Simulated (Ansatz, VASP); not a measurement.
C in VASP and in Ansatz

```
C
1.0
     0.00000    1.42315   -3.36094
    -2.46496    0.00000    0.00000
     0.41083   11.12006    1.51023
C
10
Direct
  0.05367 0.53110 0.78661
  0.72739 0.41008 0.06048
  0.80896 0.94034 0.24202
  0.89053 0.47059 0.42355
  0.97210 0.00085 0.60508
  0.75418 0.92017 0.12105
  0.83575 0.45043 0.30258
  0.91732 0.98068 0.48411
  0.99889 0.51094 0.66564
  0.08046 0.04119 0.84717
```

Alike in both runs: task single point; functional PBE; dispersion D3(BJ); k mesh 7 × 11 × 3; occupations gaussian, width 0.05 eV; no spin polarisation.

|  | VASP | Ansatz |
| --- | --- | --- |
| version | VASP 6.6.1 | Ansatz 0.2.0 |
| potentials or method | VASP PAW PBE potentials, release 64 (C), cutoff 520 eV | scalar-relativistic, plane waves, PAW |
| valence electrons in the cell | 40 | 40 |

Ansatz gave:

```
gap on the k mesh at the Fermi level (eV)                     : 0.07
least direct gap on the mesh (eV)                             : 0.09
pressure (GPa)                                                : -3.2
traceless stress, the component that is largest in VASP (GPa) : 3.87
rms of the force components (eV/Å)                            : 0.762
```

Q: Which values does VASP return?

A: gap on the k mesh at the Fermi level (eV): 0.07; least direct gap on the mesh (eV): 0.09; pressure (GPa): -2.8; traceless stress, the component that is largest in VASP (GPa): 3.88; rms of the force components (eV/Å): 0.761.

Atom by atom the forces differ by 0.012 eV/Å (rms over components).
